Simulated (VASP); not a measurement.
# H2Pb (CdI2 type) (P-3m1) in VASP: a series of runs

Runs on H2Pb (CdI2 type). Level: PBE. Tasks: electric field gradients.

All numbers are computed with VASP 6.6.1; they aren't measurements. Logs are shortened: lines on timing, memory, paths and dates and some standing lists are left out, and cuts for length are marked.

## (1) The cell of the first run

The structure is trigonal, space group P-3m1 (No. 164). The conventional cell has a = 3.750 Å, b = 3.750 Å, c = 3.644 Å, α = 90.00°, β = 90.00°, γ = 120.00°. Within 3.1 Å of Pb (site symmetry -3m) lie 6 H at 2.32 Å. Within 3.1 Å of H (site symmetry 3m) lie 3 Pb at 2.32 Å and 6 H at 2.73 to 2.93 Å.

## (2) Electric field gradients, PBE

INCAR reads:

```
SYSTEM = H2Pb
ALGO     = Normal         ! electronic algorithm
EDIFF    = 1E-8           ! SCF threshold, eV
ENCUT    = 520            ! plane-wave cutoff, eV
GGA      = PE             ! functional
ISIF     = 2              ! what is computed and relaxed
ISMEAR   = -1             ! smearing method
LASPH    = .TRUE.         ! aspherical terms in the spheres
LCHARG   = .FALSE.        ! write CHGCAR
LEFG     = .TRUE.       
LREAL    = .FALSE.        ! projectors in reciprocal space
LWAVE    = .FALSE.        ! write WAVECAR
NBANDS   = 15             ! bands
NELM     = 80             ! most SCF steps
PREC     = Accurate       ! precision mode
SIGMA    = 0.05           ! smearing width, eV
```

KPOINTS reads:

```
k-points
0
G
  11 11 6
  0 0 0
```

POSCAR reads:

```
H2Pb
1.0
    3.7500520039      0.0000000000      0.0000000000
   -1.8750260019      3.2476403009      0.0000000000
    0.0000000000      0.0000000000      3.6439737521
Pb H
1 2
Direct
    0.0000000000      0.0000000000      0.0000000000
    0.3333333333      0.6666666667      0.2286228593
    0.6666666667      0.3333333333      0.7713771407
```

Potentials or basis: VASP PAW PBE potentials, release 64 (Pb_d, H).

Run with:

```
$ cat potpaw_PBE.64/Pb_d/POTCAR potpaw_PBE.64/H/POTCAR > POTCAR
$ mpirun -np 1 vasp_std > vasp.out
```

OUTCAR:

```text
SYSTEM = H2Pb
   EDIFF = 1E-8
   ENCUT = 520
   GGA = PE
   ISIF = 2
   ISMEAR = -1
   LASPH = .TRUE.
   LREAL = .FALSE.
   NELM = 80
   PREC = Accurate

 ion  position               nearest neighbor table
   1  0.000  0.000  0.000-   2 2.32   3 2.32   2 2.32   3 2.32   3 2.32   2 2.32
   2  0.333  0.667  0.229-   1 2.32   1 2.32   1 2.32
   3  0.667  0.333  0.771-   1 2.32   1 2.32   1 2.32

  LATTYP: Found a hexagonal cell.
 ALAT       =     3.7500520039
 C/A-ratio  =     0.9717128585

  Lattice vectors:

 A1 = (   3.7500520039,   0.0000000000,   0.0000000000)
 A2 = (  -1.8750260019,   3.2476403009,   0.0000000000)
 A3 = (   0.0000000000,   0.0000000000,   3.6439737521)

Analysis of symmetry for initial positions (statically):
=====================================================================
 Subroutine PRICEL returns:
 Original cell was already a primitive cell.

 Routine SETGRP: Setting up the symmetry group for a
 hexagonal supercell.

 Subroutine GETGRP returns: Found 12 space group operations
 (whereof 12 operations were pure point group operations)
 out of a pool of 24 trial point group operations.

The static configuration has the point symmetry D_3d.

Analysis of symmetry for dynamics (positions and initial velocities):
=====================================================================
 Subroutine PRICEL returns:
 Original cell was already a primitive cell.

 Routine SETGRP: Setting up the symmetry group for a
 hexagonal supercell.

 Subroutine GETGRP returns: Found 12 space group operations
 (whereof 12 operations were pure point group operations)
 out of a pool of 24 trial point group operations.

The dynamic configuration has the point symmetry D_3d.

 Subroutine INISYM returns: Found 12 space group operations
 (whereof 12 operations are pure point group operations),
 and found     1 'primitive' translations

----------------------------------------------------------------------------------------

                                     Primitive cell
[... 136 lines left out ...]
  free energy    TOTEN  =        -8.76370728 eV

  energy without entropy =       -8.75764019  energy(sigma->0) =       -8.76067373

 E-fermi :   4.3142     XC(G=0):  -9.2298

 val. band max:        4.2649765736   @ k =   0.4545   0.0909   0.3333
 cond. band min:       4.3680431557   @ k =   0.2727   0.1818   0.3333
 fundamental gap:      0.1030665820
 Fermi energy:         4.3142415297

 k-point     1 :       0.0000    0.0000    0.0000
  band No.  band energies     occupation
      1     -12.7562      2.00000
      2     -12.5809      2.00000
      3     -12.5809      2.00000
      4     -12.5106      2.00000
      5     -12.5106      2.00000
      6      -6.8366      2.00000
      7       2.7415      2.00000
      8       6.3009      0.00000
      9       8.6711      0.00000
     10       8.6711      0.00000
     11       9.5146      0.00000
     12      10.4501      0.00000
     13      13.4183      0.00000
     14      13.4183      0.00000
[... 401 lines left out ...]
      2     -12.5959      2.00000
      3     -12.5686      2.00000
      4     -12.5362      2.00000
      5     -12.4625      2.00000
      6      -4.7965      2.00000
      7      -0.0540      2.00000
      8       3.4571      2.00000
      9       6.3971      0.00000
     10       6.7521      0.00000
     11      11.2835      0.00000
     12      11.9544      0.00000
     13      14.7593      0.00000
     14      16.9133      0.00000
     15      17.8929      0.00000

 [... further k-points ...]
[... 5 lines left out ...]
  --------------------------------------------------------------------------------------
  -------------------------------------------------------------------------------------
  Total       -0.0239872     -0.0239872     -0.0324377     -0.0000000      0.0000000      0.0000000
  in kB       -0.8659846     -0.8659846     -1.1710638     -0.0000000      0.0000000      0.0000000
  external PRESSURE =      -0.9676776 kB  Pullay stress =       0.0000000 kB

 VOLUME and BASIS-vectors are now :
 -----------------------------------------------------------------------------
  energy-cutoff  :      520.00
  volume of cell :       44.38
      direct lattice vectors                 reciprocal lattice vectors
     3.750052004  0.000000000  0.000000000     0.266662969  0.153957937  0.000000000
    -1.875026002  3.247640301  0.000000000     0.000000000  0.307915873  0.000000000
     0.000000000  0.000000000  3.643973752     0.000000000  0.000000000  0.274425687

 POSITION                                       TOTAL-FORCE (eV/Angst)
 -----------------------------------------------------------------------------------
      0.00000      0.00000      0.00000         0.000000      0.000000      0.000000
     -0.00000      2.16509      0.83310         0.000000      0.000000      0.000936
      1.87503      1.08255      2.81088        -0.000000      0.000000     -0.000936
 -----------------------------------------------------------------------------------
    total drift:                                0.000000      0.000000      0.000000

  FREE ENERGIE OF THE ION-ELECTRON SYSTEM (eV)
  ---------------------------------------------------
  free  energy   TOTEN  =        -8.7637072816 eV

  energy  without entropy=       -8.7576401867  energy(sigma->0) =       -8.76067373

 Electric field gradients (V/A^2)
---------------------------------------------------------------------
 ion       V_xx      V_yy      V_zz      V_xy      V_xz      V_yz
---------------------------------------------------------------------
   1     -23.945   -23.944    47.889     0.001     0.000    -0.000
   2       0.472     0.472    -0.944     0.000    -0.000     0.000
   3       0.472     0.472    -0.944     0.000    -0.000     0.000
---------------------------------------------------------------------

 Electric field gradients after diagonalization (V/A^2)
 (convention: |V_zz| > |V_xx| > |V_yy|)
----------------------------------------------------------------------
 ion       V_xx      V_yy      V_zz     asymmetry (V_yy - V_xx)/ V_zz
----------------------------------------------------------------------
   1     -23.946   -23.943    47.889       0.000
   2       0.472     0.472    -0.944       0.001
   3       0.472     0.472    -0.944       0.001
----------------------------------------------------------------------

           NMR quadrupolar parameters

 Cq : quadrupolar parameter    Cq=e*Q*V_zz/h
 eta: asymmetry parameters     (V_yy - V_xx)/ V_zz
 Q  : nuclear electric quadrupole moment in mb (millibarn)
----------------------------------------------------------------------
 ion       Cq(MHz)       eta       Q (mb)
----------------------------------------------------------------------
   1       0.116       0.000       1.000
   2      -0.002       0.001       1.000
   3      -0.002       0.001       1.000
----------------------------------------------------------------------
```

OSZICAR:

```text
N       E                     dE             d eps       ncg     rms          rms(c)
DAV:   1     0.115622216675E+03    0.11562E+03   -0.76074E+03  2548   0.112E+03
DAV:   2    -0.271085889918E+01   -0.11833E+03   -0.11264E+03  2674   0.297E+02
DAV:   3    -0.909932463115E+01   -0.63885E+01   -0.63480E+01  3339   0.733E+01
DAV:   4    -0.925260452051E+01   -0.15328E+00   -0.15326E+00  3054   0.127E+01
DAV:   5    -0.925969201941E+01   -0.70875E-02   -0.70873E-02  3712   0.247E+00    0.357E+00
DAV:   6    -0.883010106667E+01    0.42959E+00   -0.19846E-01  3757   0.567E+00    0.149E+00
DAV:   7    -0.875966569564E+01    0.70435E-01   -0.17601E-01  3492   0.312E+00    0.317E-01
DAV:   8    -0.876305742896E+01   -0.33917E-02   -0.24969E-02  3234   0.176E+00    0.144E-01
DAV:   9    -0.876365070356E+01   -0.59327E-03   -0.10220E-03  3531   0.264E-01    0.457E-02
DAV:  10    -0.876370932142E+01   -0.58618E-04   -0.27774E-04  3339   0.175E-01    0.202E-02
DAV:  11    -0.876370666460E+01    0.26568E-05   -0.14483E-05  3659   0.503E-02    0.623E-03
DAV:  12    -0.876370725636E+01   -0.59176E-06   -0.43136E-06  2975   0.151E-02    0.755E-04
DAV:  13    -0.876370716282E+01    0.93543E-07   -0.17004E-07  3374   0.384E-03    0.806E-04
DAV:  14    -0.876370728585E+01   -0.12303E-06   -0.18913E-08  3104   0.204E-03    0.310E-04
DAV:  15    -0.876370728163E+01    0.42207E-08   -0.50395E-09  2401   0.863E-04
   1 F= -.87637073E+01 E0= -.87606737E+01  d E =-.606709E-02
```

stdout:

```text
POSCAR found type information on POSCAR PbH
 POSCAR found :  2 types and       3 ions
 scaLAPACK will be used
 LDA part: xc-table for (Slater+PW92), standard interpolation
 POSCAR, INCAR and KPOINTS ok, starting setup
 FFT: planning ... GRIDC
 FFT: planning ... GRID_SOFT
 FFT: planning ... GRID
 WAVECAR not read
 entering main loop
ion   1

ion   2

ion   3
```

Wall time 77 s (1 thread of AMD EPYC 7R13, shared host); peak memory 0.16 GiB.

Results:

| Property | Result |
| --- | --- |
| Free energy | -8.7637 eV |
| Pressure | -0.1 GPa |
| Band gap on the k mesh | zero (bands 8 and 9 overlap by 3.97 eV) |
| Largest electric field gradient by atom | Pb +47.9; H -0.9 V/Å² |

Electric field gradients, principal values (V/Å²):
```csv
atom,least,middle,greatest (by size)
1 Pb,-23.943,-23.946,47.889
2 H,0.472,0.472,-0.944
3 H,0.472,0.472,-0.944
```

Caveat: without QUAD_EFG the Cq values of the log hold for a quadrupole moment of 1 mb, not for the nuclei; spin-orbit coupling is left out, which moves the levels of the heavy elements.

(Part 1 of 2 ends here.)
